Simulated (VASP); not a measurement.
# Bi2Se3 (Paraguanajuatite) (R-3m) in VASP: further runs

Bi2Se3 (Paraguanajuatite) is run at these levels: PBE, PBE+D3(BJ); tasks: single point.

Everything below comes from runs of VASP 6.6.1. Logs are shortened: lines on timing, memory, paths and dates and some standing lists are left out, and cuts for length are marked.

### Step 1. The cell of the first run

It takes space group R-3m (No. 166, trigonal). Conventional cell: a = 4.170 Å, b = 4.170 Å, c = 28.826 Å, α = 90.00°, β = 90.00°, γ = 120.00°. Bi (site symmetry 3m) has 6 Se at 2.87 to 3.10 Å within 3.8 Å. Se (site symmetry 3m) has 3 Bi at 2.87 Å and 3 Se at 3.54 Å within 3.8 Å. Within 4.1 Å of Se (site symmetry -3m) lie 6 Bi at 3.10 Å.

### Step 2. Single point, PBE

Input file INCAR:

```
ALGO     = Normal         # electronic algorithm
EDIFF    = 1E-6           # SCF threshold, eV
ENCUT    = 520            # plane-wave cutoff, eV
GGA      = PE             # functional
ISIF     = 2              # what is computed and relaxed
ISMEAR   = -1             # smearing method
LASPH    = True           # aspherical terms in the spheres
LCHARG   = False          # write CHGCAR
LREAL    = False          # projectors in reciprocal space
LWAVE    = False          # write WAVECAR
NBANDS   = 32             # bands
NELM     = 60             # most SCF steps
PREC     = Accurate       # precision mode
SIGMA    = 0.05           # smearing width, eV
```

Input file KPOINTS:

```
k-points
0
Gamma
  8 8 8
```

Input file POSCAR:

```
Bi2Se3
1.0
    2.0852189429      1.2039017179      9.6085493036
   -2.0852189429      1.2039017179      9.6085493036
    0.0000000000     -2.4078034360      9.6085493036
Bi Se
2 3
Direct
    0.5992000000      0.5992000000      0.5992000000
    0.4008000000      0.4008000000      0.4008000000
    0.7883000000      0.7883000000      0.7883000000
    0.2117000000      0.2117000000      0.2117000000
    0.0000000000      0.0000000000      0.0000000000
```

Potentials or basis: VASP PAW PBE potentials, release 64 (Bi_d, Se).

Launch:

```
$ cat potpaw_PBE.64/Bi_d/POTCAR potpaw_PBE.64/Se/POTCAR > POTCAR
$ mpirun -np 1 vasp_std > vasp.out
```

OUTCAR:

```text
EDIFF = 1E-6
   ENCUT = 520
   GGA = PE
   ISIF = 2
   ISMEAR = -1
   LASPH = True
   LREAL = False
   NELM = 60
   PREC = Accurate

 ion  position               nearest neighbor table
   1  0.599  0.599  0.599-   4 2.87   4 2.87   4 2.87   5 3.10   5 3.10   5 3.10
   2  0.401  0.401  0.401-   3 2.87   3 2.87   3 2.87   5 3.10   5 3.10   5 3.10
   3  0.788  0.788  0.788-   2 2.87   2 2.87   2 2.87
   4  0.212  0.212  0.212-   1 2.87   1 2.87   1 2.87
   5  0.000  0.000  0.000-   1 3.10   2 3.10   1 3.10   1 3.10   2 3.10   2 3.10

  LATTYP: Found a trigonal (rhomboedric) cell.
 ALAT       =     9.9056416807
 COS(alpha) =     0.9113725833

  Lattice vectors:

 A1 = (   2.0852189429,   1.2039017179,   9.6085493036)
 A2 = (  -2.0852189429,   1.2039017179,   9.6085493036)
 A3 = (   0.0000000000,  -2.4078034360,   9.6085493036)

Analysis of symmetry for initial positions (statically):
=====================================================================
 Subroutine PRICEL returns:
 Original cell was already a primitive cell.

 Routine SETGRP: Setting up the symmetry group for a
 trigonal (rhombohedral) supercell.

 Subroutine GETGRP returns: Found 12 space group operations
 (whereof 12 operations were pure point group operations)
 out of a pool of 12 trial point group operations.

The static configuration has the point symmetry D_3d.

Analysis of symmetry for dynamics (positions and initial velocities):
=====================================================================
 Subroutine PRICEL returns:
 Original cell was already a primitive cell.

 Routine SETGRP: Setting up the symmetry group for a
 trigonal (rhombohedral) supercell.

 Subroutine GETGRP returns: Found 12 space group operations
 (whereof 12 operations were pure point group operations)
 out of a pool of 12 trial point group operations.

The dynamic configuration has the point symmetry D_3d.

 Subroutine INISYM returns: Found 12 space group operations
 (whereof 12 operations are pure point group operations),
 and found     1 'primitive' translations

----------------------------------------------------------------------------------------

                                     Primitive cell

  volume of cell :     144.7277

  direct lattice vectors                    reciprocal lattice vectors
     2.085218943  1.203901718  9.608549304     0.239782974  0.138438765  0.034691328
    -2.085218943  1.203901718  9.608549304    -0.239782974  0.138438765  0.034691328
     0.000000000 -2.407803436  9.608549304     0.000000000 -0.276877529  0.034691328

  length of vectors
     9.905641681  9.905641681  9.905641681     0.279042388  0.279042388  0.279042388

  position of ions in fractional coordinates (direct lattice)
     0.599200000  0.599200000  0.599200000
     0.400800000  0.400800000  0.400800000
     0.788300000  0.788300000  0.788300000
     0.211700000  0.211700000  0.211700000
     0.000000000  0.000000000  0.000000000

  ion indices of the primitive-cell ions
   primitive index   ion index
                 1           1
                 2           2
                 3           3
                 4           4
                 5           5

----------------------------------------------------------------------------------------

 KPOINTS: k-points

Automatic generation of k-mesh.
 Grid dimensions read from file:
 generate k-points for:    8    8    8

 Generating k-lattice:

  Cartesian coordinates                     Fractional coordinates (reciprocal lattice)
     0.029972872  0.017304846  0.004336416     0.125000000  0.000000000  0.000000000
    -0.029972872  0.017304846  0.004336416     0.000000000  0.125000000  0.000000000
     0.000000000 -0.034609691  0.004336416     0.000000000  0.000000000  0.125000000

  Length of vectors
     0.034880299  0.034880299  0.034880299

  Shift w.r.t. Gamma in fractional coordinates (k-lattice)
     0.000000000  0.000000000  0.000000000

 Subroutine IBZKPT returns following result:
 ===========================================

 Found     65 irreducible k-points:

 Following reciprocal coordinates:
            Coordinates               Weight
  0.000000  0.000000  0.000000      1.000000
  0.125000  0.000000  0.000000      6.000000
  0.250000  0.000000  0.000000      6.000000
  0.375000  0.000000  0.000000      6.000000
  0.500000  0.000000  0.000000      3.000000
  0.125000  0.125000  0.000000      6.000000
[... 16 lines left out ...]
  0.250000  0.125000  0.125000      6.000000
  0.375000  0.125000  0.125000      6.000000
 [... further k-points ...]
   k-points           NKPTS =     65   k-points in BZ     NKDIM =     65   number of bands    NBANDS=     32
   number of dos      NEDOS =    301   number of ions     NIONS =      5
   total plane-waves  NPLWV = 512000
   dimension x,y,z NGX =    80 NGY =   80 NGZ =   80
   dimension x,y,z NGXF=   160 NGYF=  160 NGZF=  160
   ions per type =               2   3
   NGX,Y,Z   is equivalent  to a cutoff of  13.43, 13.43, 13.43 a.u.
   NGXF,Y,Z  is equivalent  to a cutoff of  26.85, 26.85, 26.85 a.u.
 SYSTEM =  unknown system
   PREC   = accura    normal or accurate (medium, high low for compatibility)
   ISTART =      0    job   : 0-new  1-cont  2-samecut
   ICHARG =      2    charge: 1-file 2-atom 10-const
   ISPIN  =      1    spin polarized calculation?
   LNONCOLLINEAR =      F non collinear calculations
   LSORBIT =      F    spin-orbit coupling
   LASPH  =      T    aspherical Exc in radial PAW
   ENCUT  =  520.0 eV  38.22 Ry    6.18 a.u.  18.42 18.42 18.42*2*pi/ulx,y,z
   NELM   =     60;   NELMIN=  2; NELMDL= -5     # of ELM steps
   EDIFF  = 0.1E-05   stopping-criterion for ELM
   LREAL  =      F    real-space projection
   EDIFFG = 0.1E-04   stopping-criterion for IOM
   NSW    =      0    number of steps for IOM
   IBRION =     -1    ionic relax: 0-MD 1-quasi-New 2-CG
   NFREE  =      0    steps in history (QN), initial steepest desc. (CG)
   ISIF   =      2    stress and relaxation
   ISYM   =      2    0-nonsym 1-usesym 2-fastsym
   POTIM  = 0.5000    time-step for ionic-motion
   TEBEG  =    0.0;   TEEND  =   0.0 temperature during run
   PSTRESS=    0.0 pullay stress
   NELECT =      48.0000    total number of electrons
   NUPDOWN=      -1.0000    fix difference up-down
   EMIN   =  10.00;   EMAX   =-10.00  energy-range for DOS
   EFERMI =   0.00;   METHOD = LEGACY
   ISMEAR =    -1;   SIGMA  =   0.05  broadening in eV -4-tet -1-fermi 0-gaus
   EFERMI_NEDOS =   21; number of points for ismear=-14 and -15
   IALGO  =     38    algorithm
   IMIX   =      4    mixing-type and parameters
     AMIX     =   0.40;   BMIX     =  1.00
     AMIX_MAG =   1.60;   BMIX_MAG =  1.00
  volume/ion in A,a.u.               =      28.95       195.33
  Fermi-wavevector in a.u.,A,eV,Ry     =   1.133195  2.141428 17.471662  1.284131
  Thomas-Fermi vector in A             =   2.269897
   LORBIT       =      0    0 simple, 1 ext, 2 COOP (PROOUT), +10 PAW based schemes
   GGA     = PE    functional components
   LHFCALC =     F    Hartree Fock is set to
   AEXX    =    0.0000 exact exchange contribution
   IVDW    =     0    specifies the selected vdW correction
   LEPSILON=     F    determine dielectric tensor
   LRPA    =     F    only Hartree local field effects (RPA)
 non-spin polarized calculation
  energy-cutoff  :      520.00
  volume of cell :      144.73
 maximum number of plane-waves:      3929
 NGX is ok and might be reduce to    80
   NGX = 37   NGY = 37   NGZ = 37

 number of electron      47.9999999 magnetization

 Free energy of the ion-electron system (eV)
  ---------------------------------------------------
  ext. energy  EPLUGINS =         0.00000000
  ---------------------------------------------------
  free energy    TOTEN  =       -20.18958787 eV

  energy without entropy =      -20.18939108  energy(sigma->0) =      -20.18948947

 E-fermi :   4.8429     XC(G=0):  -9.4069

 val. band max:        4.7260945493   @ k =   0.0000   0.0000   0.0000
 cond. band min:       4.9544039813   @ k =   0.0000   0.0000   0.0000
 fundamental gap:      0.2283094320
 Fermi energy:         4.8428844625

 k-point     1 :       0.0000    0.0000    0.0000
  band No.  band energies     occupation
      1     -18.3733      2.00000
      2     -18.3733      2.00000
      3     -18.3718      2.00000
      4     -18.3718      2.00000
      5     -18.3676      2.00000
      6     -18.3652      2.00000
[... 24 lines left out ...]
     31      10.6026      0.00000
     32      11.7617      0.00000

 k-point     2 :       0.1250    0.0000    0.0000
  band No.  band energies     occupation
      1     -18.3752      2.00000
      2     -18.3734      2.00000
      3     -18.3698      2.00000
      4     -18.3683      2.00000
      5     -18.3654      2.00000
      6     -18.3631      2.00000
[... 24 lines left out ...]
     31      10.2512      0.00000
     32      10.8276      0.00000

 k-point     3 :       0.2500    0.0000    0.0000
  band No.  band energies     occupation
      1     -18.3809      2.00000
      2     -18.3782      2.00000
      3     -18.3644      2.00000
      4     -18.3628      2.00000
      5     -18.3612      2.00000
      6     -18.3603      2.00000
[... 24 lines left out ...]
     31       9.3758      0.00000
     32      11.0003      0.00000

 k-point     4 :       0.3750    0.0000    0.0000
  band No.  band energies     occupation
      1     -18.3877      2.00000
      2     -18.3838      2.00000
      3     -18.3680      2.00000
      4     -18.3636      2.00000
      5     -18.3617      2.00000
      6     -18.3580      2.00000
[... 654 lines left out ...]
     31      10.6054      0.00000
     32      11.5149      0.00000

 k-point    23 :       0.2500    0.1250    0.1250
  band No.  band energies     occupation
      1     -18.3752      2.00000
      2     -18.3734      2.00000
      3     -18.3698      2.00000
      4     -18.3684      2.00000
      5     -18.3654      2.00000
      6     -18.3632      2.00000
[... 24 lines left out ...]
     31      10.2158      0.00000
     32      11.0053      0.00000

 k-point    24 :       0.3750    0.1250    0.1250
  band No.  band energies     occupation
      1     -18.3809      2.00000
      2     -18.3782      2.00000
      3     -18.3644      2.00000
      4     -18.3628      2.00000
      5     -18.3612      2.00000
      6     -18.3603      2.00000
[... 24 lines left out ...]
     31       9.4570      0.00000
     32      11.0712      0.00000

 [... further k-points ...]
[... 5 lines left out ...]
  --------------------------------------------------------------------------------------
  -------------------------------------------------------------------------------------
  Total        1.1407323      1.1407323      1.1860801      0.0000000     -0.0000000     -0.0000000
  in kB       12.6282321     12.6282321     13.1302449      0.0000000     -0.0000000     -0.0000000
  external PRESSURE =      12.7955697 kB  Pullay stress =       0.0000000 kB

 VOLUME and BASIS-vectors are now :
 -----------------------------------------------------------------------------
  energy-cutoff  :      520.00
  volume of cell :      144.73
      direct lattice vectors                 reciprocal lattice vectors
     2.085218943  1.203901718  9.608549304     0.239782974  0.138438765  0.034691328
    -2.085218943  1.203901718  9.608549304    -0.239782974  0.138438765  0.034691328
     0.000000000 -2.407803436  9.608549304     0.000000000 -0.276877529  0.034691328

 POSITION                                       TOTAL-FORCE (eV/Angst)
 -----------------------------------------------------------------------------------
      0.00000     -0.00000     17.27233         0.000000     -0.000000      0.108826
      0.00000     -0.00000     11.55332         0.000000      0.000000     -0.108826
      0.00000     -0.00000     22.72326         0.000000     -0.000000      0.019120
      0.00000     -0.00000      6.10239         0.000000      0.000000     -0.019120
      0.00000      0.00000      0.00000         0.000000      0.000000      0.000000
 -----------------------------------------------------------------------------------
    total drift:                                0.000000      0.000000     -0.000000

  FREE ENERGIE OF THE ION-ELECTRON SYSTEM (eV)
  ---------------------------------------------------
  free  energy   TOTEN  =       -20.1895878732 eV

  energy  without entropy=      -20.1893910754  energy(sigma->0) =      -20.18948947
```

It took 17 min on 1 thread of Intel Xeon 6975P-C (Granite Rapids), shared host; peak memory 1 GiB.

What came out:

* Free energy: -20.1896 eV
* Pressure: 1.3 GPa
* Largest force: 0.109 eV/Å
* Band gap on the k mesh: 0.23 eV, direct

Forces in eV/Å, atoms in the order of the input:
```
Bi   0.000  0.000  0.109
Bi   0.000  0.000 -0.109
Se   0.000  0.000  0.019
Se   0.000  0.000 -0.019
Se   0.000  0.000  0.000
```

Caveat: spin-orbit coupling is left out, which moves the levels of the heavy elements. A k mesh can miss the band edges.

[end of part 1 of 2]
